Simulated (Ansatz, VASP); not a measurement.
## Al3N: VASP beside Ansatz

```
Al N
1.0
     4.87409    0.00000    0.00000
    -2.43705    4.22109    0.00000
     0.00000    0.00000    5.22791
Al N
6 2
Direct
  0.32628 0.32628 0.25000
  0.00000 0.32628 0.75000
  0.67372 0.00000 0.25000
  0.67372 0.67372 0.75000
  0.00000 0.67372 0.25000
  0.32628 0.00000 0.75000
  0.00000 0.00000 0.00000
  0.00000 0.00000 0.50000
```

Alike in both runs: functional PBE; k mesh 12 × 12 × 8; occupations gaussian, width 0.1 eV; no spin polarisation.

Ansatz relaxed the structure, and its values are those at the end. VASP's run is a single point on that final structure, the one shown.

|  | VASP | Ansatz |
| --- | --- | --- |
| version | VASP 6.6.1 | Ansatz 0.2.0 |
| potentials or method | VASP PAW PBE potentials, release 64 (Al, N), cutoff 520 eV | scalar-relativistic, plane waves, PAW |
| valence electrons in the cell | 28 | 28 |

Ansatz gave:

| Property | Result |
| --- | --- |
| gap on the k mesh at the Fermi level (eV) | none |
| pressure (GPa) | 0.0 |
| rms of the force components (eV/Å) | 0.001 |

**Question.** Which values does VASP return?

**Answer.** gap on the k mesh at the Fermi level (eV): none; pressure (GPa): -0.1; rms of the force components (eV/Å): 0.006.

A gap of «none» marks a metal or a gap that the smearing closes.
